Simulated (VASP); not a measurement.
Input of a VASP 6.6.1 run:

The input INCAR:

```
SYSTEM = AlN
PREC = Accurate
ENCUT = 520
EDIFF = 1E-7
ISMEAR = 0
SIGMA = 0.02
LREAL = .False.
LASPH = .True.
NELM = 80
ALGO = Normal
ISIF = 2
LWAVE = .False.
LCHARG = .False.
GGA = PE
NBANDS = 16
```

Contents of KPOINTS:

```
Automatic mesh
0
Gamma
  12 12 6
  0 0 0
```

File POSCAR:

```
AlN
1.0
    3.1771615463      0.0000000000      0.0000000000
   -1.5885807732      2.7515026110      0.0000000000
    0.0000000000      0.0000000000      4.9747955203
Al N
2 2
Direct
    0.6666666667      0.3333333333      0.4971905974
    0.3333333333      0.6666666667      0.9971905974
    0.6666666667      0.3333333333      0.8828094026
    0.3333333333      0.6666666667      0.3828094026
```

Potentials or basis: VASP PAW PBE potentials, release 64 (Al, N).

Command:

```bash
$ cat potpaw_PBE.64/Al/POTCAR potpaw_PBE.64/N/POTCAR > POTCAR
$ mpirun -np 1 vasp_std > vasp.out
```

Estimate the band gap on the k mesh.

3.74 eV.

What does it give for the pressure?

-4.4 GPa.

Stress tensor (GPa, compression positive):
```
-6.58  0.00  0.00
 0.00 -6.58  0.00
 0.00  0.00 -0.18
```

Caveat: the cell stands under tension. A k mesh can miss the band edges.
